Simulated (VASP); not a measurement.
# ZnSe (F-43m) in VASP: single point with PBE

Aim: the single point of ZnSe with PBE.

Everything below comes from runs of VASP 6.6.1. Logs are shortened: lines on timing, memory, paths and dates and some standing lists are left out, and cuts for length are marked.

### 1 The cell of the first run

It takes space group F-43m (No. 216, cubic). Conventional cell: a = 5.553 Å, b = 5.553 Å, c = 5.553 Å, α = 90.00°, β = 90.00°, γ = 90.00°. Zn (site symmetry -43m) has 4 Se at 2.40 Å within 3.2 Å. Se (site symmetry -43m) has 4 Zn at 2.40 Å within 3.2 Å.

### 2 Single point, PBE (volume scaled by 0.9405)

File INCAR:

```
SYSTEM = ZnSe
PREC = Accurate ; ENCUT = 520
EDIFF = 1E-7 ; ISMEAR = -1
SIGMA = 0.03 ; LREAL = .FALSE.
LASPH = .TRUE. ; NELM = 80
ALGO = Normal ; ISIF = 2
LWAVE = .FALSE. ; LCHARG = .FALSE.
GGA = PE ; NBANDS = 16
```

File KPOINTS:

```
Automatic mesh
0
G
  8 8 8
  0 0 0
```

File POSCAR:

```
ZnSe
1.0
    0.0000000000      2.7764432175      2.7764432175
    2.7764432175      0.0000000000      2.7764432175
    2.7764432175      2.7764432175      0.0000000000
Zn Se
1 1
Direct
    0.0000000000      0.0000000000      0.0000000000
    0.7500000000      0.7500000000      0.7500000000
```

Potentials or basis: VASP PAW PBE potentials, release 64 (Zn, Se).

The run is started by

```
cat potpaw_PBE.64/Zn/POTCAR potpaw_PBE.64/Se/POTCAR > POTCAR
mpirun -np 1 vasp_std > vasp.out
```

OUTCAR:

```text
SYSTEM = ZnSe
   PREC = Accurate
   ENCUT = 520
   EDIFF = 1E-7
   ISMEAR = -1
   LREAL = .FALSE.
   LASPH = .TRUE.
   NELM = 80
   ISIF = 2
   GGA = PE

 ion  position               nearest neighbor table
   1  0.000  0.000  0.000-   2 2.40   2 2.40   2 2.40   2 2.40
   2  0.750  0.750  0.750-   1 2.40   1 2.40   1 2.40   1 2.40

  LATTYP: Found a face centered cubic cell.
 ALAT       =     5.5528864350

  Lattice vectors:

 A1 = (   0.0000000000,   2.7764432175,   2.7764432175)
 A2 = (   2.7764432175,   0.0000000000,   2.7764432175)
 A3 = (   2.7764432175,   2.7764432175,   0.0000000000)

Analysis of symmetry for initial positions (statically):
=====================================================================
 Subroutine PRICEL returns:
 Original cell was already a primitive cell.

 Routine SETGRP: Setting up the symmetry group for a
 face centered cubic supercell.

 Subroutine GETGRP returns: Found 24 space group operations
 (whereof 24 operations were pure point group operations)
 out of a pool of 48 trial point group operations.

The static configuration has the point symmetry T_d .

Analysis of symmetry for dynamics (positions and initial velocities):
=====================================================================
 Subroutine PRICEL returns:
 Original cell was already a primitive cell.

 Routine SETGRP: Setting up the symmetry group for a
 face centered cubic supercell.

 Subroutine GETGRP returns: Found 24 space group operations
 (whereof 24 operations were pure point group operations)
 out of a pool of 48 trial point group operations.

The dynamic configuration has the point symmetry T_d .

 Subroutine INISYM returns: Found 24 space group operations
 (whereof 24 operations are pure point group operations),
 and found     1 'primitive' translations

----------------------------------------------------------------------------------------

                                     Primitive cell

  volume of cell :      42.8052

  direct lattice vectors                    reciprocal lattice vectors
     0.000000000  2.776443217  2.776443217    -0.180086521  0.180086521  0.180086521
     2.776443217  0.000000000  2.776443217     0.180086521 -0.180086521  0.180086521
     2.776443217  2.776443217  0.000000000     0.180086521  0.180086521 -0.180086521

  length of vectors
     3.926483653  3.926483653  3.926483653     0.311919004  0.311919004  0.311919004

  position of ions in fractional coordinates (direct lattice)
     0.000000000  0.000000000  0.000000000
     0.750000000  0.750000000  0.750000000

  ion indices of the primitive-cell ions
   primitive index   ion index
                 1           1
                 2           2

----------------------------------------------------------------------------------------

 KPOINTS: Automatic mesh

Automatic generation of k-mesh.
 Grid dimensions read from file:
 generate k-points for:    8    8    8

 Generating k-lattice:

  Cartesian coordinates                     Fractional coordinates (reciprocal lattice)
    -0.022510815  0.022510815  0.022510815     0.125000000  0.000000000  0.000000000
     0.022510815 -0.022510815  0.022510815     0.000000000  0.125000000  0.000000000
     0.022510815  0.022510815 -0.022510815     0.000000000  0.000000000  0.125000000

  Length of vectors
     0.038989876  0.038989876  0.038989876

  Shift w.r.t. Gamma in fractional coordinates (k-lattice)
     0.000000000  0.000000000  0.000000000

 Subroutine IBZKPT returns following result:
 ===========================================

 Found     29 irreducible k-points:

 Following reciprocal coordinates:
            Coordinates               Weight
  0.000000  0.000000  0.000000      1.000000
  0.125000  0.000000  0.000000      8.000000
  0.250000  0.000000  0.000000      8.000000
  0.375000  0.000000  0.000000      8.000000
  0.500000  0.000000  0.000000      4.000000
  0.125000  0.125000  0.000000      6.000000
[... 16 lines left out ...]
  0.500000  0.250000  0.125000     48.000000
 -0.375000  0.250000  0.125000     24.000000
 [... further k-points ...]
   k-points           NKPTS =     29   k-points in BZ     NKDIM =     29   number of bands    NBANDS=     16
   number of dos      NEDOS =    301   number of ions     NIONS =      2
   total plane-waves  NPLWV =  27000
   dimension x,y,z NGX =    30 NGY =   30 NGZ =   30
   dimension x,y,z NGXF=    60 NGYF=   60 NGZF=   60
   ions per type =               1   1
   NGX,Y,Z   is equivalent  to a cutoff of  12.70, 12.70, 12.70 a.u.
   NGXF,Y,Z  is equivalent  to a cutoff of  25.40, 25.40, 25.40 a.u.
 SYSTEM =  ZnSe
   PREC   = accura    normal or accurate (medium, high low for compatibility)
   ISTART =      0    job   : 0-new  1-cont  2-samecut
   ICHARG =      2    charge: 1-file 2-atom 10-const
   ISPIN  =      1    spin polarized calculation?
   LNONCOLLINEAR =      F non collinear calculations
   LSORBIT =      F    spin-orbit coupling
   LASPH  =      T    aspherical Exc in radial PAW
   ENCUT  =  520.0 eV  38.22 Ry    6.18 a.u.   7.30  7.30  7.30*2*pi/ulx,y,z
   NELM   =     80;   NELMIN=  2; NELMDL= -5     # of ELM steps
   EDIFF  = 0.1E-06   stopping-criterion for ELM
   LREAL  =      F    real-space projection
   EDIFFG = 0.1E-05   stopping-criterion for IOM
   NSW    =      0    number of steps for IOM
   IBRION =     -1    ionic relax: 0-MD 1-quasi-New 2-CG
   NFREE  =      0    steps in history (QN), initial steepest desc. (CG)
   ISIF   =      2    stress and relaxation
   ISYM   =      2    0-nonsym 1-usesym 2-fastsym
   POTIM  = 0.5000    time-step for ionic-motion
   TEBEG  =    0.0;   TEEND  =   0.0 temperature during run
   PSTRESS=    0.0 pullay stress
   NELECT =      18.0000    total number of electrons
   NUPDOWN=      -1.0000    fix difference up-down
   EMIN   =  10.00;   EMAX   =-10.00  energy-range for DOS
   EFERMI =   0.00;   METHOD = LEGACY
   ISMEAR =    -1;   SIGMA  =   0.03  broadening in eV -4-tet -1-fermi 0-gaus
   EFERMI_NEDOS =   21; number of points for ismear=-14 and -15
   IALGO  =     38    algorithm
   IMIX   =      4    mixing-type and parameters
     AMIX     =   0.40;   BMIX     =  1.00
     AMIX_MAG =   1.60;   BMIX_MAG =  1.00
  volume/ion in A,a.u.               =      21.40       144.43
  Fermi-wavevector in a.u.,A,eV,Ry     =   1.226498  2.317745 20.467210  1.504298
  Thomas-Fermi vector in A             =   2.361497
   LORBIT       =      0    0 simple, 1 ext, 2 COOP (PROOUT), +10 PAW based schemes
   GGA     = PE    functional components
[... 5 lines left out ...]
 non-spin polarized calculation
  energy-cutoff  :      520.00
  volume of cell :       42.81
 maximum number of plane-waves:      1174
 NGX is ok and might be reduce to    30
   NGX = 15   NGY = 15   NGZ = 15

 number of electron      17.9999986 magnetization

 Free energy of the ion-electron system (eV)
  ---------------------------------------------------
  ext. energy  EPLUGINS =         0.00000000
  ---------------------------------------------------
  free energy    TOTEN  =        -5.94287009 eV

  energy without entropy =       -5.94287009  energy(sigma->0) =       -5.94287009

 E-fermi :   2.7270     XC(G=0):  -9.6049

 val. band max:        2.1600669197   @ k =   0.0000   0.0000   0.0000
 cond. band min:       3.7043614945   @ k =   0.0000   0.0000   0.0000
 fundamental gap:      1.5442945748
 Fermi energy:         2.7269907561

 k-point     1 :       0.0000    0.0000    0.0000
  band No.  band energies     occupation
      1     -11.5138      2.00000
      2      -4.6298      2.00000
      3      -4.6298      2.00000
      4      -4.6298      2.00000
      5      -4.2017      2.00000
      6      -4.2017      2.00000
[... 8 lines left out ...]
     15      13.7461      0.00000
     16      13.7461      0.00000

 k-point     2 :       0.1250    0.0000    0.0000
  band No.  band energies     occupation
      1     -11.4008      2.00000
      2      -4.6269      2.00000
      3      -4.6116      2.00000
      4      -4.6116      2.00000
      5      -4.2034      2.00000
      6      -4.2034      2.00000
[... 8 lines left out ...]
     15      12.9099      0.00000
     16      13.1929      0.00000

 k-point     3 :       0.2500    0.0000    0.0000
  band No.  band energies     occupation
      1     -11.1054      2.00000
      2      -4.5792      2.00000
      3      -4.5717      2.00000
      4      -4.5717      2.00000
      5      -4.2018      2.00000
      6      -4.2018      2.00000
[... 8 lines left out ...]
     15      12.6731      0.00000
     16      12.9869      0.00000

 k-point     4 :       0.3750    0.0000    0.0000
  band No.  band energies     occupation
      1     -10.7694      2.00000
      2      -4.5400      2.00000
      3      -4.5400      2.00000
      4      -4.3756      2.00000
      5      -4.1892      2.00000
      6      -4.1892      2.00000
[... 8 lines left out ...]
     15      13.8720      0.00000
     16      13.8720      0.00000

 k-point     5 :       0.5000    0.0000    0.0000
  band No.  band energies     occupation
      1     -10.6148      2.00000
      2      -4.5299      2.00000
      3      -4.5299      2.00000
      4      -4.1800      2.00000
      5      -4.1800      2.00000
      6      -4.0208      2.00000
[... 8 lines left out ...]
     15      15.5175      0.00000
     16      15.5175      0.00000

 k-point     6 :       0.1250    0.1250    0.0000
  band No.  band energies     occupation
      1     -11.3630      2.00000
      2      -4.6450      2.00000
      3      -4.5958      2.00000
      4      -4.5958      2.00000
      5      -4.2154      2.00000
      6      -4.1934      2.00000
[... 8 lines left out ...]
     15      13.6852      0.00000
     16      13.9720      0.00000
[... 267 lines left out ...]
 k-point    21 :       0.5000    0.5000    0.0000
  band No.  band energies     occupation
      1     -10.3073      2.00000
      2      -4.6387      2.00000
      3      -4.3364      2.00000
      4      -4.3364      2.00000
      5      -4.1450      2.00000
      6      -4.0000      2.00000
[... 8 lines left out ...]
     15      16.2743      0.00000
     16      16.8642      0.00000

 k-point    22 :       0.3750    0.2500    0.1250
  band No.  band energies     occupation
      1     -10.8729      2.00000
      2      -4.6015      2.00000
      3      -4.5145      2.00000
      4      -4.4892      2.00000
      5      -4.2201      2.00000
      6      -4.1728      2.00000
[... 8 lines left out ...]
     15      14.6422      0.00000
     16      15.9525      0.00000

 k-point    23 :       0.5000    0.2500    0.1250
  band No.  band energies     occupation
      1     -10.5910      2.00000
      2      -4.5300      2.00000
      3      -4.4875      2.00000
      4      -4.3539      2.00000
      5      -4.1889      2.00000
      6      -4.1358      2.00000
[... 8 lines left out ...]
     15      15.0405      0.00000
     16      16.1229      0.00000

 k-point    24 :      -0.3750    0.2500    0.1250
  band No.  band energies     occupation
      1     -10.4644      2.00000
      2      -4.5178      2.00000
      3      -4.4699      2.00000
      4      -4.2451      2.00000
      5      -4.1947      2.00000
      6      -3.9632      2.00000
[... 8 lines left out ...]
     15      15.1295      0.00000
     16      16.0146      0.00000

 [... further k-points ...]
[... 5 lines left out ...]
  --------------------------------------------------------------------------------------
  -------------------------------------------------------------------------------------
  Total        1.8799433      1.8799433      1.8799433     -0.0000000      0.0000000      0.0000000
  in kB       70.3653667     70.3653667     70.3653667     -0.0000000      0.0000000      0.0000000
  external PRESSURE =      70.3653667 kB  Pullay stress =       0.0000000 kB

 VOLUME and BASIS-vectors are now :
 -----------------------------------------------------------------------------
  energy-cutoff  :      520.00
  volume of cell :       42.81
      direct lattice vectors                 reciprocal lattice vectors
     0.000000000  2.776443217  2.776443217    -0.180086521  0.180086521  0.180086521
     2.776443217  0.000000000  2.776443217     0.180086521 -0.180086521  0.180086521
     2.776443217  2.776443217  0.000000000     0.180086521  0.180086521 -0.180086521

 POSITION                                       TOTAL-FORCE (eV/Angst)
 -----------------------------------------------------------------------------------
      0.00000      0.00000      0.00000         0.000000      0.000000      0.000000
      4.16466      4.16466      4.16466        -0.000000     -0.000000     -0.000000
 -----------------------------------------------------------------------------------
    total drift:                               -0.000001     -0.000001     -0.000001

  FREE ENERGIE OF THE ION-ELECTRON SYSTEM (eV)
  ---------------------------------------------------
  free  energy   TOTEN  =        -5.9428700873 eV

  energy  without entropy=       -5.9428700872  energy(sigma->0) =       -5.94287009
```

Wall time 11 s (1 thread of Intel Xeon 6975P-C (Granite Rapids), shared host); peak memory 0.18 GiB.

What came out:

```yaml
Free_energy: -5.9429 eV
Pressure: 7.0 GPa
Band_gap_on_the_k_mesh: 1.54 eV, direct
```
